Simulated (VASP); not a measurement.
# Mg2CdS (P6/mmm) in VASP: further runs

Mg2CdS is run at these levels: PBE; tasks: single point, relaxation of cell and atoms.

Everything below comes from runs of VASP 6.6.1. Logs are shortened: lines on timing, memory, paths and dates and some standing lists are left out, and cuts for length are marked.

**1. The cell of the first run**

It takes space group P6/mmm (No. 191, hexagonal). The conventional cell has a = 3.138 Å, b = 3.138 Å, c = 11.192 Å, α = 90.00°, β = 90.00°, γ = 120.00°. Within 3.2 Å of Mg (site symmetry 6mm) lie 1 S at 2.44 Å and 6 Mg at 3.14 Å and 1 Cd at 3.15 Å. Cd (site symmetry 6/mmm) has 6 Cd at 3.14 Å and 2 Mg at 3.15 Å within 4.1 Å. S (site symmetry 6/mmm) has 2 Mg at 2.44 Å and 6 S at 3.14 Å within 3.2 Å.

**2. Single point, PBE**

Contents of INCAR:

```
PREC = Accurate
ENCUT = 520
EDIFF = 1E-6
ISMEAR = 0
SIGMA = 0.1
LREAL = False
LASPH = True
NELM = 80
ALGO = Normal
ISIF = 2
LWAVE = False
LCHARG = False
GGA = PE
NBANDS = 19
```

Contents of KPOINTS:

```
Automatic mesh
0
Gamma
  6 6 2
```

Contents of POSCAR:

```
Mg2CdS
1.0
    3.1380554027      0.0000000023      0.0000000000
   -1.5690277034      2.7176356961      0.0000000000
    0.0000000000      0.0000000000     11.1920221669
Mg Cd S
2 1 1
Direct
    0.0000000000      0.0000000000      0.2816270735
    0.0000000000      0.0000000000      0.7183729265
    0.0000000000      0.0000000000      0.0000000000
    0.0000000000      0.0000000000      0.5000000000
```

Potentials or basis: VASP PAW PBE potentials, release 64 (Mg, Cd, S).

Run with:

```sh
$ cat potpaw_PBE.64/Mg/POTCAR potpaw_PBE.64/Cd/POTCAR potpaw_PBE.64/S/POTCAR > POTCAR
$ mpirun -np 1 vasp_std > vasp.out
```

OUTCAR:

```text
PREC = Accurate
   ENCUT = 520
   EDIFF = 1E-6
   ISMEAR = 0
   LREAL = False
   LASPH = True
   NELM = 80
   ISIF = 2
   GGA = PE

 ion  position               nearest neighbor table
   1  0.000  0.000  0.282-   4 2.44   3 3.15
   2  0.000  0.000  0.718-   4 2.44   3 3.15
   3  0.000  0.000  0.000-   1 3.15   2 3.15
   4  0.000  0.000  0.500-   1 2.44   2 2.44

  LATTYP: Found a hexagonal cell.
 ALAT       =     3.1380554027
 C/A-ratio  =     3.5665470269

  Lattice vectors:

 A1 = (   3.1380554027,   0.0000000023,   0.0000000000)
 A2 = (  -1.5690277034,   2.7176356961,   0.0000000000)
 A3 = (   0.0000000000,   0.0000000000,  11.1920221669)

Analysis of symmetry for initial positions (statically):
=====================================================================
 Subroutine PRICEL returns:
 Original cell was already a primitive cell.

 Routine SETGRP: Setting up the symmetry group for a
 hexagonal supercell.

 Subroutine GETGRP returns: Found 24 space group operations
 (whereof 24 operations were pure point group operations)
 out of a pool of 24 trial point group operations.

The static configuration has the point symmetry D_6h.

Analysis of symmetry for dynamics (positions and initial velocities):
=====================================================================
 Subroutine PRICEL returns:
 Original cell was already a primitive cell.

 Routine SETGRP: Setting up the symmetry group for a
 hexagonal supercell.

 Subroutine GETGRP returns: Found 24 space group operations
 (whereof 24 operations were pure point group operations)
 out of a pool of 24 trial point group operations.

The dynamic configuration has the point symmetry D_6h.

 Subroutine INISYM returns: Found 24 space group operations
 (whereof 24 operations are pure point group operations),
 and found     1 'primitive' translations

----------------------------------------------------------------------------------------

                                     Primitive cell

  volume of cell :      95.4466

  direct lattice vectors                    reciprocal lattice vectors
     3.138055403  0.000000002  0.000000000     0.318668688  0.183983453  0.000000000
    -1.569027703  2.717635696  0.000000000    -0.000000000  0.367966906  0.000000000
     0.000000000  0.000000000 11.192022167     0.000000000  0.000000000  0.089349358

  length of vectors
     3.138055403  3.138055403 11.192022167     0.367966906  0.367966906  0.089349358

  position of ions in fractional coordinates (direct lattice)
     0.000000000  0.000000000  0.281627073
     0.000000000  0.000000000  0.718372927
     0.000000000  0.000000000  0.000000000
     0.000000000  0.000000000  0.500000000

  ion indices of the primitive-cell ions
   primitive index   ion index
                 1           1
                 2           2
                 3           3
                 4           4

----------------------------------------------------------------------------------------

 KPOINTS: Automatic mesh

Automatic generation of k-mesh.
 Grid dimensions read from file:
 generate k-points for:    6    6    2

 Generating k-lattice:

  Cartesian coordinates                     Fractional coordinates (reciprocal lattice)
     0.053111448  0.030663909  0.000000000     0.166666667  0.000000000  0.000000000
    -0.000000000  0.061327818  0.000000000     0.000000000  0.166666667  0.000000000
     0.000000000  0.000000000  0.044674679     0.000000000  0.000000000  0.500000000

  Length of vectors
     0.061327818  0.061327818  0.044674679

  Shift w.r.t. Gamma in fractional coordinates (k-lattice)
     0.000000000  0.000000000  0.000000000

 Subroutine IBZKPT returns following result:
 ===========================================

 Found     14 irreducible k-points:

 Following reciprocal coordinates:
            Coordinates               Weight
  0.000000  0.000000  0.000000      1.000000
  0.166667 -0.000000  0.000000      6.000000
  0.333333  0.000000  0.000000      6.000000
  0.500000 -0.000000  0.000000      3.000000
  0.166667  0.166667  0.000000      6.000000
  0.333333  0.166667  0.000000     12.000000
  0.333333  0.333333  0.000000      2.000000
  0.000000  0.000000  0.500000      1.000000
  0.166667 -0.000000  0.500000      6.000000
  0.333333  0.000000  0.500000      6.000000
  0.500000 -0.000000  0.500000      3.000000
  0.166667  0.166667  0.500000      6.000000
  0.333333  0.166667  0.500000     12.000000
  0.333333  0.333333  0.500000      2.000000
   k-points           NKPTS =     14   k-points in BZ     NKDIM =     14   number of bands    NBANDS=     19
   number of dos      NEDOS =    301   number of ions     NIONS =      4
   total plane-waves  NPLWV =  48384
   dimension x,y,z NGX =    24 NGY =   24 NGZ =   84
   dimension x,y,z NGXF=    48 NGYF=   48 NGZF=  168
   ions per type =               2   1   1
   NGX,Y,Z   is equivalent  to a cutoff of  12.71, 12.71, 12.48 a.u.
   NGXF,Y,Z  is equivalent  to a cutoff of  25.43, 25.43, 24.95 a.u.
 SYSTEM =  unknown system
   PREC   = accura    normal or accurate (medium, high low for compatibility)
   ISTART =      0    job   : 0-new  1-cont  2-samecut
   ICHARG =      2    charge: 1-file 2-atom 10-const
   ISPIN  =      1    spin polarized calculation?
   LNONCOLLINEAR =      F non collinear calculations
   LSORBIT =      F    spin-orbit coupling
   LASPH  =      T    aspherical Exc in radial PAW
   ENCUT  =  520.0 eV  38.22 Ry    6.18 a.u.   5.83  5.83 20.81*2*pi/ulx,y,z
   NELM   =     80;   NELMIN=  2; NELMDL= -5     # of ELM steps
   EDIFF  = 0.1E-05   stopping-criterion for ELM
   LREAL  =      F    real-space projection
   EDIFFG = 0.1E-04   stopping-criterion for IOM
   NSW    =      0    number of steps for IOM
   IBRION =     -1    ionic relax: 0-MD 1-quasi-New 2-CG
   NFREE  =      0    steps in history (QN), initial steepest desc. (CG)
   ISIF   =      2    stress and relaxation
   ISYM   =      2    0-nonsym 1-usesym 2-fastsym
   POTIM  = 0.5000    time-step for ionic-motion
   TEBEG  =    0.0;   TEEND  =   0.0 temperature during run
   PSTRESS=    0.0 pullay stress
   NELECT =      22.0000    total number of electrons
   NUPDOWN=      -1.0000    fix difference up-down
   EMIN   =  10.00;   EMAX   =-10.00  energy-range for DOS
   EFERMI =   0.00;   METHOD = LEGACY
   ISMEAR =     0;   SIGMA  =   0.10  broadening in eV -4-tet -1-fermi 0-gaus
   EFERMI_NEDOS =   21; number of points for ismear=-14 and -15
   IALGO  =     38    algorithm
   IMIX   =      4    mixing-type and parameters
     AMIX     =   0.40;   BMIX     =  1.00
     AMIX_MAG =   1.60;   BMIX_MAG =  1.00
  volume/ion in A,a.u.               =      23.86       161.03
  Fermi-wavevector in a.u.,A,eV,Ry     =   1.003758  1.896827 13.708273  1.007530
  Thomas-Fermi vector in A             =   2.136330
   LORBIT       =      0    0 simple, 1 ext, 2 COOP (PROOUT), +10 PAW based schemes
   GGA     = PE    functional components
   LHFCALC =     F    Hartree Fock is set to
   AEXX    =    0.0000 exact exchange contribution
   IVDW    =     0    specifies the selected vdW correction
   LEPSILON=     F    determine dielectric tensor
   LRPA    =     F    only Hartree local field effects (RPA)
 non-spin polarized calculation
 Gauss-broadening in eV      SIGMA  =   0.10
  energy-cutoff  :      520.00
  volume of cell :       95.45
 maximum number of plane-waves:      2598
 NGX is ok and might be reduce to    24
   NGX = 11   NGY = 11   NGZ = 41

 number of electron      21.9999995 magnetization

 Free energy of the ion-electron system (eV)
  ---------------------------------------------------
  ext. energy  EPLUGINS =         0.00000000
  ---------------------------------------------------
  free energy    TOTEN  =        -7.39299218 eV

  energy without entropy =       -7.38309885  energy(sigma->0) =       -7.38804552

 E-fermi :   2.3695     XC(G=0):  -9.0310

 val. band max:        2.3627228566   @ k =   0.0000   0.0000   0.5000
 cond. band min:       2.3959075617   @ k =   0.5000  -0.0000   0.5000
 fundamental gap:      0.0331847051
 Fermi energy:         2.3694955512

 k-point     1 :       0.0000    0.0000    0.0000
  band No.  band energies     occupation
      1     -10.9590      2.00000
      2      -6.8151      2.00000
      3      -6.4540      2.00000
      4      -6.4540      2.00000
      5      -6.0114      2.00000
      6      -6.0114      2.00000
[... 11 lines left out ...]
     18      13.6899      0.00000
     19      13.6956      0.00000

 k-point     2 :       0.1667   -0.0000    0.0000
  band No.  band energies     occupation
      1     -10.6129      2.00000
      2      -6.6969      2.00000
      3      -6.4797      2.00000
      4      -6.2808      2.00000
      5      -6.1671      2.00000
      6      -6.0389      2.00000
[... 11 lines left out ...]
     18      11.4959      0.00000
     19      12.5405      0.00000

 k-point     3 :       0.3333    0.0000    0.0000
  band No.  band energies     occupation
      1      -9.7573      2.00000
      2      -6.8223      2.00000
      3      -6.4364      2.00000
      4      -6.2410      2.00000
      5      -6.0935      2.00000
      6      -5.9141      2.00000
[... 11 lines left out ...]
     18       9.0591      0.00000
     19      10.3483      0.00000

 k-point     4 :       0.5000   -0.0000    0.0000
  band No.  band energies     occupation
      1      -9.1873      2.00000
      2      -6.9206      2.00000
      3      -6.5560      2.00000
      4      -6.1206      2.00000
      5      -6.1124      2.00000
      6      -5.7191      2.00000
[... 187 lines left out ...]
     18       9.3948      0.00000
     19      10.3400      0.00000

 k-point    13 :       0.3333    0.1667    0.5000
  band No.  band energies     occupation
      1      -9.2149      2.00000
      2      -6.6914      2.00000
      3      -6.4870      2.00000
      4      -6.1988      2.00000
      5      -6.1953      2.00000
      6      -5.9098      2.00000
[... 11 lines left out ...]
     18       8.4088      0.00000
     19       8.4950      0.00000

 k-point    14 :       0.3333    0.3333    0.5000
  band No.  band energies     occupation
      1      -8.9135      2.00000
      2      -6.3796      2.00000
      3      -6.3796      2.00000
      4      -6.2812      2.00000
      5      -6.2812      2.00000
      6      -6.1731      2.00000
[... 11 lines left out ...]
     18       8.2915      0.00000
     19       8.7618      0.00000

------------------------ aborting loop because EDIFF is reached ----------------------------------------

  FORCE on cell =-STRESS in cart. coord.  units (eV):
  Direction    XX          YY          ZZ          XY          YZ          ZX
  --------------------------------------------------------------------------------------
  -------------------------------------------------------------------------------------
  Total       -0.1989679     -0.1989679      0.0265370      0.0000000     -0.0000000      0.0000000
  in kB       -3.3398984     -3.3398984      0.4454538      0.0000000     -0.0000000      0.0000000
  external PRESSURE =      -2.0781143 kB  Pullay stress =       0.0000000 kB

 VOLUME and BASIS-vectors are now :
 -----------------------------------------------------------------------------
  energy-cutoff  :      520.00
  volume of cell :       95.45
      direct lattice vectors                 reciprocal lattice vectors
     3.138055403  0.000000002  0.000000000     0.318668688  0.183983453  0.000000000
    -1.569027703  2.717635696  0.000000000    -0.000000000  0.367966906  0.000000000
     0.000000000  0.000000000 11.192022167     0.000000000  0.000000000  0.089349358

 POSITION                                       TOTAL-FORCE (eV/Angst)
 -----------------------------------------------------------------------------------
      0.00000      0.00000      3.15198        -0.000000      0.000000     -0.030394
      0.00000      0.00000      8.04005         0.000000      0.000000      0.030394
      0.00000      0.00000      0.00000         0.000000     -0.000000      0.000000
      0.00000      0.00000      5.59601         0.000000     -0.000000      0.000000
 -----------------------------------------------------------------------------------
    total drift:                                0.000000     -0.000000     -0.000000

  FREE ENERGIE OF THE ION-ELECTRON SYSTEM (eV)
  ---------------------------------------------------
  free  energy   TOTEN  =        -7.3929921838 eV

  energy  without entropy=       -7.3830988466  energy(sigma->0) =       -7.38804552
```

Wall time 13 s (1 thread of Intel Xeon 6975P-C (Granite Rapids), shared host); peak memory 0.21 GiB.

Results:

- Free energy: -7.3930 eV
- Pressure: -0.2 GPa
- Largest force: 0.030 eV/Å
- Band gap on the k mesh: zero (band 11 reaches 3.73 eV, above the bottom of band 12 at 2.21 eV)

Forces on the atoms (eV/Å):
```
Mg   0.000  0.000 -0.030
Mg   0.000  0.000  0.030
Cd   0.000  0.000  0.000
S    0.000  0.000  0.000
```

Levels at points of the mesh, in eV from the Fermi level:
| k point | band 7 | band 8 | band 9 | band 10 | band 11 | band 12 | band 13 | band 14 | band 15 | band 16 |
| --- | --- | --- | --- | --- | --- | --- | --- | --- | --- | --- |
| (0.00, 0.00, 0.00) | -6.59 | -5.99 | -3.14 | -3.09 | 1.37 | 1.37 | 1.48 | 3.54 | 8.60 | 8.71 |
| (0.50, 0.00, 0.00) | -4.48 | -3.10 | -1.05 | -0.91 | -0.16 | 0.03 | 0.99 | 1.46 | 2.33 | 4.40 |
| (0.00, 0.00, 0.50) | -6.75 | -5.47 | -4.50 | -1.37 | -0.01 | 1.37 | 1.37 | 5.51 | 6.49 | 8.78 |
| (0.50, 0.00, 0.50) | -4.47 | -3.11 | -1.18 | -0.79 | 0.03 | 0.53 | 0.59 | 0.60 | 3.27 | 4.41 |

Caveat: the k points lie up to 0.39 Å⁻¹ apart.

**3. Relaxation of cell and atoms, PBE**

This run uses another cell than the first one, of 25.16 Å³/atom, 1.054 times its volume.

Contents of INCAR:

```
  ALGO = Normal
  EDIFF = 1E-7
  EDIFFG = -0.04
  ENCUT = 600
  GGA = PE
  IBRION = 2
  ISIF = 3
  ISMEAR = 0
  LASPH = T
  LCHARG = F
  LREAL = F
  LWAVE = F
  NELM = 100
  NSW = 90
  PREC = Accurate
  SIGMA = 0.1
```

Contents of KPOINTS:

```
k-points
0
Gamma
  6 6 2
```

Contents of POSCAR:

```
Mg2CdS
1.0
    3.8565144700      0.0000000000      0.0000000000
   -1.9282572400      3.3398395100      0.0000000000
    0.0000000000      0.0000000000      7.8129014500
Mg Cd S
2 1 1
Direct
    0.0000000000      0.0000000000      0.2877192500
    0.0000000000      0.0000000000      0.7122807500
    0.0000000000      0.0000000000      0.0000000000
    0.0000000000      0.0000000000      0.5000000000
```

Potentials or basis: VASP PAW PBE potentials, release 64 (Mg, Cd, S).

Run with:

```sh
$ cat potpaw_PBE.64/Mg/POTCAR potpaw_PBE.64/Cd/POTCAR potpaw_PBE.64/S/POTCAR > POTCAR
$ mpirun -np 1 vasp_std > vasp.out
```

Run time: 12 min. Hardware: 1 thread of Intel Xeon 6975P-C (Granite Rapids), shared host; peak memory 0.28 GiB.

The run converged. Its results:

- Free energy: -7.3824 eV
- Relaxed volume: 23.64 Å³/atom
- Relaxed cell: a = 3.122 Å, b = 3.122 Å, c = 11.207 Å, α = 90.00°, β = 90.00°, γ = 120.00°
- Space group after relaxing (to 0.05 Å): P6/mmm (No. 191)
- Energy gained by relaxing: 2806.8 meV/atom
- Ionic steps: 56
- Pressure after relaxing: 0.0 GPa
- Largest force after relaxing: 0.028 eV/Å
- Band gap on the k mesh: zero (band 11 reaches 3.84 eV, above the bottom of band 12 at 2.28 eV)

Forces on the atoms (eV/Å):
```
Mg   0.000  0.000 -0.028
Mg   0.000  0.000  0.028
Cd   0.000  0.000  0.000
S    0.000  0.000  0.000
```

Step by step:
```csv
step,energy change (eV),largest force (eV/Å),pressure (GPa),volume (Å³)
1,0.0000,19.7612,50.53,100.63
3,-7.1487,3.9735,0.36,146.37
5,-6.4066,1.6089,-3.43,180.93
7,-6.6141,2.5541,-1.25,167.81
9,-6.5674,2.3575,-1.62,170.81
11,-7.6348,0.5636,-6.59,155.22
13,-9.4354,0.9450,0.94,99.21
15,-9.5160,0.9630,0.29,99.97
17,-10.0805,1.1698,-0.38,97.31
19,59.3489,101.3116,201.17,71.43
21,-7.9424,2.1731,25.34,82.80
23,-8.7151,4.9956,15.04,85.86
25,-8.5791,4.6392,17.56,84.88
27,-8.6112,4.3818,17.87,84.91
29,-8.6299,2.9487,19.85,85.00
31,-8.6817,3.5629,18.76,85.07
33,-8.9695,3.2616,17.08,86.00
35,-9.8764,2.2275,11.36,89.76
37,-11.0256,0.5490,-0.70,105.38
39,-11.0353,0.5223,-1.41,107.59
41,-11.0370,0.5046,-1.57,108.15
43,-11.0479,0.4445,-1.58,108.09
45,-11.1120,0.0465,-0.37,103.23
47,-11.1234,0.1671,0.38,100.86
49,-11.1791,0.2605,0.30,98.03
51,-11.2167,0.2027,0.57,94.40
53,-11.2241,0.1089,0.05,95.09
55,-11.2257,0.0548,-0.17,95.31
56,-11.2270,0.0277,-0.04,94.58
```

Final structure:
```
Mg Cd S
1.0
     3.12158    0.00000    0.00000
    -1.56079    2.70337    0.00000
     0.00000    0.00000   11.20721
Mg Cd S
2 1 1
Direct
  0.00000 0.00000 0.28130
  0.00000 0.00000 0.71870
  0.00000 0.00000 0.00000
  0.00000 0.00000 0.50000
```

Levels at points of the mesh, in eV from the Fermi level:
```tsv
k point	band 9	band 10	band 11	band 12	band 13	band 14
(0.00, 0.00, 0.00)	-3.18	-3.14	1.42	1.42	1.44	3.49
(0.50, 0.00, 0.00)	-1.06	-0.85	-0.17	0.05	1.02	1.43
(0.00, 0.00, 0.50)	-4.53	-1.41	-0.06	1.42	1.42	5.47
(0.50, 0.00, 0.50)	-1.19	-0.73	0.05	0.57	0.58	0.59
```

Caveat: the k points lie up to 0.39 Å⁻¹ apart in the final cell.
